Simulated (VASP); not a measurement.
A run of VASP 6.6.1 is set up as follows.

File INCAR:

```
SYSTEM = SnTe
  PREC = Accurate
  ENCUT = 520
  EDIFF = 1E-7
  ISMEAR = 0
  SIGMA = 0.05
  LREAL = .False.
  LASPH = .True.
  NELM = 60
  ALGO = Normal
  ISIF = 2
  LWAVE = .False.
  LCHARG = .False.
  GGA = RP
  NBANDS = 17
```

The input KPOINTS:

```
regular mesh
0
Gamma
  6 6 6
  0 0 0
```

The input POSCAR:

```
SnTe
1.0
    0.0000000000      3.1999231268      3.1999231268
    3.1999231268      0.0000000000      3.1999231268
    3.1999231268      3.1999231268      0.0000000000
Sn Te
1 1
Direct
    0.5000000000      0.5000000000      0.5000000000
    0.0000000000      0.0000000000      0.0000000000
```

Potentials or basis: VASP PAW PBE potentials, release 64 (Sn_d, Te).

Launch:

```sh
$ cat potpaw_PBE.64/Sn_d/POTCAR potpaw_PBE.64/Te/POTCAR > POTCAR
$ mpirun -np 1 vasp_std > vasp.out
```

Question: Predict the band gap on the k mesh.

Answer: 0.07 eV, direct.

Question: What does it give for the pressure?

Answer: 1.6 GPa.

Caveat: the PAW data sets were made with another functional, which shifts forces and pressure a little; spin-orbit coupling is left out, which moves the levels of the heavy elements. A k mesh can miss the band edges.
